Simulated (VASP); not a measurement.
Wanted: the native input for a VASP 6.6.1 run.

- Task: relaxation of cell and atoms
- Functional: PBE
- Potentials or basis: VASP PAW PBE potentials, release 64 (Ge_d, Bi_d, O)
- Cutoff: 600 eV
- k mesh: 6 × 6 × 4
- Occupations: gaussian, width 0.1 eV
- Spin: no spin polarisation
- Dipole correction: no
- Further INCAR settings: ALGO = Normal; EDIFF = 1e-07; IBRION = 2; EDIFFG = -0.04; NSW = 90; ISIF = 3

The structure of GeBiO4 lies in POSCAR:

```
GeBiO4
1.0
    3.4388794800      0.0000000000      0.0000000000
    0.0000000000      3.4388794800      0.0000000000
    0.0000000000      0.0000000000      5.9273812400
Ge Bi O
1 1 4
Direct
    0.5000000000      0.5000000000      0.5000000000
    0.0000000000      0.0000000000      0.0000000000
    0.5000000000      0.0000000000      0.0000000000
    0.0000000000      0.5000000000      0.0000000000
    0.0000000000      0.0000000000      0.2770000100
    0.0000000000      0.0000000000      0.7229999900
```

One way to write it, as run:

INCAR

```
  PREC = Accurate
  ENCUT = 600
  EDIFF = 1E-7
  ISMEAR = 0
  SIGMA = 0.1
  LREAL = F
  LASPH = T
  NELM = 60
  ALGO = Normal
  ISIF = 3
  LWAVE = F
  LCHARG = F
  GGA = PE
  IBRION = 2
  NSW = 90
  EDIFFG = -0.04
```

KPOINTS

```
regular mesh
0
Gamma
  6 6 4
```

Potentials or basis: VASP PAW PBE potentials, release 64 (Ge_d, Bi_d, O).

The run is started by

```bash
$ cat potpaw_PBE.64/Ge_d/POTCAR potpaw_PBE.64/Bi_d/POTCAR potpaw_PBE.64/O/POTCAR > POTCAR
$ mpirun -np 1 vasp_std > vasp.out
```

It gave:

The relaxed volume is 17.21 Å³/atom, the relaxed cell is a = 4.052 Å, b = 4.052 Å, c = 6.291 Å, α = 90.00°, β = 90.00°, γ = 90.00° and the space group after relaxing (to 0.05 Å) is P4/mmm (No. 123). The energy gained by relaxing is 2296.4 meV/atom. The ionic steps are 16 and the pressure after relaxing is -0.1 GPa. The largest force after relaxing is 0.016 eV/Å.

Caveat: the volume moved by over 15 % at a fixed basis, so the end points are rough; an odd number of electrons without spin polarisation forces a metal; a magnetic or distorted state may lie lower.

Run time: 30 min on 1 thread of Intel Xeon 8259CL (shared host), peak memory 0.25 GiB.
